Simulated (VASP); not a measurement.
Set up this calculation in VASP 6.6.1, as the native input.

```
Task                   : single point
Functional             : r2SCAN
Potentials or basis    : VASP PAW PBE potentials, release 64 (K_sv, Br)
Cutoff                 : 550 eV
k mesh                 : 5 × 5 × 5
Occupations            : gaussian, width 0.01 eV
Spin                   : no spin polarisation
Dipole correction      : no
Further INCAR settings : ALGO = Normal; EDIFF = 1e-06; NBANDS = 15
```

Crystal: KBr.

```
K Br
1.0
     0.00000    3.30000    3.30000
     3.30000    0.00000    3.30000
     3.30000    3.30000    0.00000
K Br
1 1
Direct
  0.00000 0.00000 0.00000
  0.50000 0.50000 0.50000
```

One way to write it, as run:

POSCAR

```
KBr
1.0
    0.0000000000      3.3000000000      3.3000000000
    3.3000000000      0.0000000000      3.3000000000
    3.3000000000      3.3000000000      0.0000000000
K Br
1 1
Direct
    0.0000000000      0.0000000000      0.0000000000
    0.5000000000      0.5000000000      0.5000000000
```

INCAR.step1

```
PREC     = Accurate       # precision mode
ENCUT    = 550            # plane-wave cutoff, eV
ISMEAR   = 0              # smearing method
SIGMA    = 0.01           # smearing width, eV
LREAL    = F              # projectors in reciprocal space
LASPH    = T              # aspherical terms in the spheres
NELM     = 120            # most SCF steps
NBANDS   = 15             # bands
GGA      = PE             # functional
ALGO     = Normal         # electronic algorithm
EDIFF    = 1E-5           # SCF threshold, eV
LWAVE    = T              # write WAVECAR
LCHARG   = F              # write CHGCAR
GGA_COMPAT= F
```

INCAR.step2

```
PREC     = Accurate       # precision mode
ENCUT    = 550            # plane-wave cutoff, eV
EDIFF    = 1E-6           # SCF threshold, eV
ISMEAR   = 0              # smearing method
SIGMA    = 0.01           # smearing width, eV
LREAL    = F              # projectors in reciprocal space
LASPH    = T              # aspherical terms in the spheres
NELM     = 120            # most SCF steps
ALGO     = Normal         # electronic algorithm
ISIF     = 2              # what is computed and relaxed
LWAVE    = F              # write WAVECAR
LCHARG   = F              # write CHGCAR
METAGGA  = R2SCAN         # meta-GGA
LMIXTAU  = T            
NBANDS   = 15             # bands
ISTART   = 1            
GGA_COMPAT= F
```

KPOINTS

```
Automatic mesh
0
Gamma
  5 5 5
```

Potentials or basis: VASP PAW PBE potentials, release 64 (K_sv, Br).

Command:

```bash
$ cat potpaw_PBE.64/K_sv/POTCAR potpaw_PBE.64/Br/POTCAR > POTCAR
$ cp INCAR.step1 INCAR
$ mpirun -np 1 vasp_std > vasp.out
$ cp INCAR.step2 INCAR
$ mpirun -np 1 vasp_std > vasp.out
```

It gave:

```yaml
Pressure: 0.1 GPa
Band_gap_on_the_k_mesh: 5.08 eV, direct
```

Caveat: the PAW data sets were made with another functional, which shifts forces and pressure a little.

It took 110 s on 1 thread of Intel Xeon 8259CL (shared host), peak memory 0.22 GiB.
